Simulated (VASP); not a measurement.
# W16N in VASP: single point with PBE

Aim: the single point of W16N with PBE.

Program: VASP 6.6.1. These are calculated values, not measurements. Logs are shortened: lines on timing, memory, paths and dates and some standing lists are left out, and cuts for length are marked.

### Step 1. The cell of the first run

The cell holds a slab with vacuum, 17 atoms: a = 6.367 Å, b = 6.367 Å, c = 20.143 Å, α = 90.00°, β = 90.00°, γ = 90.00°.

### Step 2. Single point, PBE

INCAR

```
PREC = Accurate
ENCUT = 520
EDIFF = 1E-6
ISMEAR = 0
SIGMA = 0.1
LREAL = Auto
LASPH = True
NELM = 100
ALGO = Normal
ISIF = 2
LWAVE = False
LCHARG = False
LDIPOL = True
IDIPOL = 3
DIPOL = 0.5 0.5 0.325
GGA = PE
NBANDS = 128
```

KPOINTS

```
regular mesh
0
Gamma
  4 4 1
```

POSCAR

```
W16N
1.0
    6.3673983408      0.0000000000      0.0000000000
    0.0000000000      6.3673983408      0.0000000000
    0.0000000000      0.0000000000     20.1425775155
W N
16 1
Direct
    0.2500000000      0.2500000000      0.1985843171
    0.2500000000      0.7500000000      0.1985843171
    0.7500000000      0.2500000000      0.1985843171
    0.7500000000      0.7500000000      0.1985843171
    0.0000000000      0.0000000000      0.2776134078
    0.0000000000      0.5000000000      0.2776134078
    0.5000000000      0.0000000000      0.2776134078
    0.5000000000      0.5000000000      0.2776134078
    0.2500000000      0.2500000000      0.3599451785
    0.2500000000      0.7500000000      0.3599451785
    0.7500000000      0.2500000000      0.3599451785
    0.7500000000      0.7500000000      0.3599451785
    0.0000000000      0.0000000000      0.4290700884
    0.0000000000      0.5000000000      0.4290700884
    0.5000000000      0.0000000000      0.4290700884
    0.5000000000      0.5000000000      0.4290700884
    0.2500000000      0.2500000000      0.4626357278
```

Potentials or basis: VASP PAW PBE potentials, release 64 (W_sv, N).

Started as:

```bash
$ cat potpaw_PBE.64/W_sv/POTCAR potpaw_PBE.64/N/POTCAR > POTCAR
$ mpirun -np 1 vasp_std > vasp.out
```

OUTCAR:

```text
PREC = Accurate
   ENCUT = 520
   EDIFF = 1E-6
   ISMEAR = 0
   LREAL = Auto
   LASPH = True
   NELM = 100
   ISIF = 2
   GGA = PE

 ion  position               nearest neighbor table
   1  0.250  0.250  0.199-   5 2.76   6 2.76   7 2.76   8 2.76   2 3.18   3 3.18   2 3.18   3 3.18
                             9 3.25
   2  0.250  0.750  0.199-   5 2.76   6 2.76   7 2.76   8 2.76   1 3.18   4 3.18   1 3.18   4 3.18
                            10 3.25
   3  0.750  0.250  0.199-   5 2.76   6 2.76   7 2.76   8 2.76   1 3.18   4 3.18   4 3.18   1 3.18
                            11 3.25
   4  0.750  0.750  0.199-   5 2.76   6 2.76   7 2.76   8 2.76   2 3.18   3 3.18   3 3.18   2 3.18
                            12 3.25
   5  0.000  0.000  0.278-   1 2.76   2 2.76   3 2.76   4 2.76   9 2.80  10 2.80  11 2.80  12 2.80
                            13 3.05   7 3.18   6 3.18   6 3.18   7 3.18
   6  0.000  0.500  0.278-   1 2.76   2 2.76   3 2.76   4 2.76   9 2.80  10 2.80  11 2.80  12 2.80
                            14 3.05   8 3.18   5 3.18   5 3.18   8 3.18
   7  0.500  0.000  0.278-   1 2.76   2 2.76   3 2.76   4 2.76   9 2.80  10 2.80  11 2.80  12 2.80
                            15 3.05   8 3.18   5 3.18   8 3.18   5 3.18
   8  0.500  0.500  0.278-   1 2.76   2 2.76   3 2.76   4 2.76   9 2.80  10 2.80  11 2.80  12 2.80
                            16 3.05   7 3.18   6 3.18   7 3.18   6 3.18
   9  0.250  0.250  0.360-  17 2.07  14 2.65  15 2.65  16 2.65  13 2.65   6 2.80   7 2.80   8 2.80
                             5 2.80  11 3.18  10 3.18  10 3.18  11 3.18   1 3.25
  10  0.250  0.750  0.360-  13 2.65  14 2.65  15 2.65  16 2.65   5 2.80   6 2.80   7 2.80   8 2.80
                             9 3.18  12 3.18   9 3.18  12 3.18   2 3.25
  11  0.750  0.250  0.360-  13 2.65  14 2.65  15 2.65  16 2.65   5 2.80   6 2.80   7 2.80   8 2.80
                             9 3.18  12 3.18  12 3.18   9 3.18   3 3.25
  12  0.750  0.750  0.360-  13 2.65  14 2.65  15 2.65  16 2.65   5 2.80   6 2.80   7 2.80   8 2.80
                            10 3.18  11 3.18  11 3.18  10 3.18   4 3.25
  13  0.000  0.000  0.429-  17 2.35  10 2.65  11 2.65  12 2.65   9 2.65   5 3.05  15 3.18  14 3.18
                            14 3.18  15 3.18
  14  0.000  0.500  0.429-  17 2.35  10 2.65  11 2.65  12 2.65   9 2.65   6 3.05  16 3.18  13 3.18
                            13 3.18  16 3.18
  15  0.500  0.000  0.429-  17 2.35  10 2.65  11 2.65  12 2.65   9 2.65   7 3.05  16 3.18  13 3.18
                            16 3.18  13 3.18
  16  0.500  0.500  0.429-  17 2.35  10 2.65  11 2.65  12 2.65   9 2.65   8 3.05  15 3.18  14 3.18
                            15 3.18  14 3.18
  17  0.250  0.250  0.463-   9 2.07  13 2.35  14 2.35  15 2.35  16 2.35

  LATTYP: Found a simple tetragonal cell.
 ALAT       =     6.3673983408
 C/A-ratio  =     3.1633920853

  Lattice vectors:

 A1 = (   6.3673983408,   0.0000000000,   0.0000000000)
 A2 = (   0.0000000000,   6.3673983408,   0.0000000000)
 A3 = (   0.0000000000,   0.0000000000,  20.1425775155)

Analysis of symmetry for initial positions (statically):
=====================================================================
 Subroutine PRICEL returns:
 Original cell was already a primitive cell.

 Routine SETGRP: Setting up the symmetry group for a
 simple tetragonal supercell.

 Subroutine GETGRP returns: Found  8 space group operations
 (whereof  2 operations were pure point group operations)
 out of a pool of 16 trial point group operations.

The static configuration has the point symmetry C_1h.
 The point group associated with its full space group is C_4v.

Analysis of symmetry for dynamics (positions and initial velocities):
=====================================================================
 Subroutine PRICEL returns:
 Original cell was already a primitive cell.

 Routine SETGRP: Setting up the symmetry group for a
 simple tetragonal supercell.

 Subroutine GETGRP returns: Found  8 space group operations
 (whereof  2 operations were pure point group operations)
 out of a pool of 16 trial point group operations.

The dynamic configuration has the point symmetry C_1h.
 The point group associated with its full space group is C_4v.

 Subroutine INISYM returns: Found  8 space group operations
 (whereof  2 operations are pure point group operations),
 and found     1 'primitive' translations

----------------------------------------------------------------------------------------

                                     Primitive cell
[... 62 lines left out ...]
     0.000000000  0.039262504  0.000000000     0.000000000  0.250000000  0.000000000
     0.000000000  0.000000000  0.049646079     0.000000000  0.000000000  1.000000000

  Length of vectors
     0.039262504  0.039262504  0.049646079

  Shift w.r.t. Gamma in fractional coordinates (k-lattice)
     0.000000000  0.000000000  0.000000000

 Subroutine IBZKPT returns following result:
 ===========================================

 Found      6 irreducible k-points:

 Following reciprocal coordinates:
            Coordinates               Weight
  0.000000  0.000000  0.000000      1.000000
  0.250000  0.000000  0.000000      4.000000
  0.500000  0.000000  0.000000      2.000000
  0.250000  0.250000  0.000000      4.000000
  0.500000  0.250000  0.000000      4.000000
  0.500000  0.500000  0.000000      1.000000
   k-points           NKPTS =      6   k-points in BZ     NKDIM =      6   number of bands    NBANDS=    128
   number of dos      NEDOS =    301   number of ions     NIONS =     17
   total plane-waves  NPLWV = 345600
   dimension x,y,z NGX =    48 NGY =   48 NGZ =  150
   dimension x,y,z NGXF=    96 NGYF=   96 NGZF=  300
   ions per type =              16   1
   NGX,Y,Z   is equivalent  to a cutoff of  12.53, 12.53, 12.38 a.u.
   NGXF,Y,Z  is equivalent  to a cutoff of  25.06, 25.06, 24.76 a.u.
 SYSTEM =  unknown system
   PREC   = accura    normal or accurate (medium, high low for compatibility)
   ISTART =      0    job   : 0-new  1-cont  2-samecut
   ICHARG =      2    charge: 1-file 2-atom 10-const
   ISPIN  =      1    spin polarized calculation?
   LNONCOLLINEAR =      F non collinear calculations
   LSORBIT =      F    spin-orbit coupling
   LASPH  =      T    aspherical Exc in radial PAW
   ENCUT  =  520.0 eV  38.22 Ry    6.18 a.u.  11.84 11.84 37.45*2*pi/ulx,y,z
   NELM   =    100;   NELMIN=  2; NELMDL= -5     # of ELM steps
   EDIFF  = 0.1E-05   stopping-criterion for ELM
   LREAL  =      T    real-space projection
   EDIFFG = 0.1E-04   stopping-criterion for IOM
   NSW    =      0    number of steps for IOM
   IBRION =     -1    ionic relax: 0-MD 1-quasi-New 2-CG
   NFREE  =      0    steps in history (QN), initial steepest desc. (CG)
   ISIF   =      2    stress and relaxation
   ISYM   =      2    0-nonsym 1-usesym 2-fastsym
   POTIM  = 0.5000    time-step for ionic-motion
   TEBEG  =    0.0;   TEEND  =   0.0 temperature during run
   PSTRESS=    0.0 pullay stress
   NELECT =     229.0000    total number of electrons
   NUPDOWN=      -1.0000    fix difference up-down
   EMIN   =  10.00;   EMAX   =-10.00  energy-range for DOS
   EFERMI =   0.00;   METHOD = LEGACY
   ISMEAR =     0;   SIGMA  =   0.10  broadening in eV -4-tet -1-fermi 0-gaus
   EFERMI_NEDOS =   21; number of points for ismear=-14 and -15
   IALGO  =     38    algorithm
   IMIX   =      4    mixing-type and parameters
     AMIX     =   0.40;   BMIX     =  1.00
     AMIX_MAG =   1.60;   BMIX_MAG =  1.00
  volume/ion in A,a.u.               =      48.04       324.18
  Fermi-wavevector in a.u.,A,eV,Ry     =   1.071536  2.024910 15.622079  1.148190
  Thomas-Fermi vector in A             =   2.207280
   LORBIT       =      0    0 simple, 1 ext, 2 COOP (PROOUT), +10 PAW based schemes
   GGA     = PE    functional components
   LHFCALC =     F    Hartree Fock is set to
   AEXX    =    0.0000 exact exchange contribution
   IVDW    =     0    specifies the selected vdW correction
   LEPSILON=     F    determine dielectric tensor
   LRPA    =     F    only Hartree local field effects (RPA)
 non-spin polarized calculation
 Gauss-broadening in eV      SIGMA  =   0.10
  energy-cutoff  :      520.00
  volume of cell :      816.66
 maximum number of plane-waves:     22040
 NGX is ok and might be reduce to    48
   NGX = 23   NGY = 23   NGZ = 75

 dipolmoment           0.000000      0.000000      0.889556 electrons x Angstroem

 number of electron     228.9999964 magnetization

 dipolmoment           0.000000      0.000000     -0.041913 electrons x Angstroem

 Free energy of the ion-electron system (eV)
  ---------------------------------------------------
  ext. energy  EPLUGINS =         0.00000000
  ---------------------------------------------------
  free energy    TOTEN  =      -196.47423399 eV

  energy without entropy =     -196.36440448  energy(sigma->0) =     -196.41931923

 E-fermi :   0.8392     XC(G=0):  -5.4799

 val. band max:        0.8276199466   @ k =   0.5000   0.5000   0.0000
 cond. band min:       0.8512485562   @ k =   0.2500   0.2500   0.0000
 fundamental gap:      0.0236286095
 Fermi energy:         0.8391733154

 k-point     1 :       0.0000    0.0000    0.0000
  band No.  band energies     occupation
      1     -73.0646      2.00000
      2     -73.0227      2.00000
      3     -72.9874      2.00000
      4     -72.9775      2.00000
      5     -72.9775      2.00000
      6     -72.9693      2.00000
[... 763 lines left out ...]
    125       2.0307      0.00000
    126       2.2493      0.00000
 [bands above 126 left out]

------------------------ aborting loop because EDIFF is reached ----------------------------------------

 vacuum level on the upper side and lower side of the slab       (xc-potential included)        -0.207        -0.060

  FORCE on cell =-STRESS in cart. coord.  units (eV):
  Direction    XX          YY          ZZ          XY          YZ          ZX
  --------------------------------------------------------------------------------------
  -------------------------------------------------------------------------------------
  Total      -28.1535890    -28.1535890     -6.6725426      0.0000000      0.0000000      0.0000000
  in kB      -55.2338435    -55.2338435    -13.0906994      0.0000000      0.0000000      0.0000000
  external PRESSURE =     -41.1861288 kB  Pullay stress =       0.0000000 kB

 VOLUME and BASIS-vectors are now :
 -----------------------------------------------------------------------------
  energy-cutoff  :      520.00
  volume of cell :      816.66
      direct lattice vectors                 reciprocal lattice vectors
     6.367398341  0.000000000  0.000000000     0.157050014  0.000000000  0.000000000
     0.000000000  6.367398341  0.000000000     0.000000000  0.157050014  0.000000000
     0.000000000  0.000000000 20.142577516     0.000000000  0.000000000  0.049646079

 POSITION                                       TOTAL-FORCE (eV/Angst)
 -----------------------------------------------------------------------------------
      1.59185      1.59185      4.00000        -0.000000      0.000000      2.118436
      1.59185      4.77555      4.00000        -0.000000      0.000000      2.099944
      4.77555      1.59185      4.00000        -0.000000      0.000000      2.099944
      4.77555      4.77555      4.00000        -0.000000      0.000000      1.869503
      0.00000      0.00000      5.59185        -0.016991     -0.016991     -2.099806
      0.00000      3.18370      5.59185        -0.016991      0.016991     -2.099806
[... 9 lines left out ...]
      3.18370      3.18370      8.64258        -0.749902     -0.749902      1.086117
      1.59185      1.59185      9.31868        -0.000000     -0.000000      0.084532
 -----------------------------------------------------------------------------------
    total drift:                                0.000000      0.000000      0.006793

  FREE ENERGIE OF THE ION-ELECTRON SYSTEM (eV)
  ---------------------------------------------------
  free  energy   TOTEN  =      -196.4742339885 eV

  energy  without entropy=     -196.3644044784  energy(sigma->0) =     -196.41931923

 vacuum level on the upper side and lower side of the slab         4.790         4.898
```

Run time: 24 min. Hardware: 1 thread of Intel Xeon Platinum 8488C (Sapphire Rapids), shared host; peak memory 0.91 GiB.

Results:

- Free energy: -196.4742 eV
- Largest force: 2.942 eV/Å
- Band gap on the k mesh: zero (an odd number of electrons rules out a gap without spin polarisation)

Forces in eV/Å, atoms in the order of the input:
```
W    0.000  0.000  2.118
W    0.000  0.000  2.100
W    0.000  0.000  2.100
W    0.000  0.000  1.870
W   -0.017 -0.017 -2.100
W   -0.017  0.017 -2.100
W    0.017 -0.017 -2.100
W    0.017  0.017 -2.100
W    0.000  0.000 -2.942
W    0.000  0.000 -0.331
W    0.000  0.000 -0.331
W    0.000  0.000 -0.612
W    0.750  0.750  1.086
W    0.750 -0.750  1.086
W   -0.750  0.750  1.086
W   -0.750 -0.750  1.086
N    0.000  0.000  0.085
```

Levels at points of the mesh, in eV from the Fermi level:
```tsv
k point	band 112	band 113	band 114	band 115	band 116	band 117	band 118	band 119
(0.00, 0.00, 0.00)	-0.24	-0.12	-0.12	0.12	0.37	0.37	0.79	0.93
(0.50, 0.00, 0.00)	-0.22	-0.15	-0.09	-0.06	-0.06	0.42	0.78	0.84
(0.50, 0.50, 0.00)	-0.26	-0.15	-0.03	-0.03	-0.02	-0.01	0.32	0.32
```

Caveat: spin-orbit coupling is left out, which moves the levels of the heavy elements.
